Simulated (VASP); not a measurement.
Here is a VASP 6.6.1 calculation.

Contents of INCAR:

```
SYSTEM = Ta
PREC = Accurate
ENCUT = 500
EDIFF = 1E-7
ISMEAR = -1
SIGMA = 0.1
LREAL = .FALSE.
LASPH = .TRUE.
NELM = 120
ALGO = Normal
ISIF = 8
LWAVE = .FALSE.
LCHARG = .FALSE.
GGA = CA
IBRION = 2
NSW = 80
EDIFFG = -0.03
GGA_COMPAT = .FALSE.
NELMIN = 4
```

File KPOINTS:

```
Automatic mesh
0
G
  10 10 10
  0 0 0
```

File POSCAR:

```
Ta
1.0
   -1.6512800000      1.6512800000      1.6512800000
    1.6512800000     -1.6512800000      1.6512800000
    1.6512800000      1.6512800000     -1.6512800000
Ta
1
Direct
    0.0000000000      0.0000000000      0.0000000000
```

Potentials or basis: VASP PAW LDA potentials, release 64 (Ta_sv_GW).

Launch:

```bash
$ cat potpaw_LDA.64/Ta_sv_GW/POTCAR > POTCAR
$ mpirun -np 1 vasp_std > vasp.out
```

Task: Estimate the relaxed cell.

Result: a = 2.823 Å, b = 2.823 Å, c = 2.823 Å, α = 109.47°, β = 109.47°, γ = 109.47°.

Task: Estimate the band gap on the k mesh.

Result: Zero (an odd number of electrons rules out a gap without spin polarisation).

Final structure:
```
Ta
1.0
    -1.62966    1.62966    1.62966
     1.62966   -1.62966    1.62966
     1.62966    1.62966   -1.62966
Ta
1
Direct
  0.00000 0.00000 0.00000
```

Caveat: spin-orbit coupling is left out, which moves the levels of the heavy elements. LDA usually gives volumes a few per cent too small.
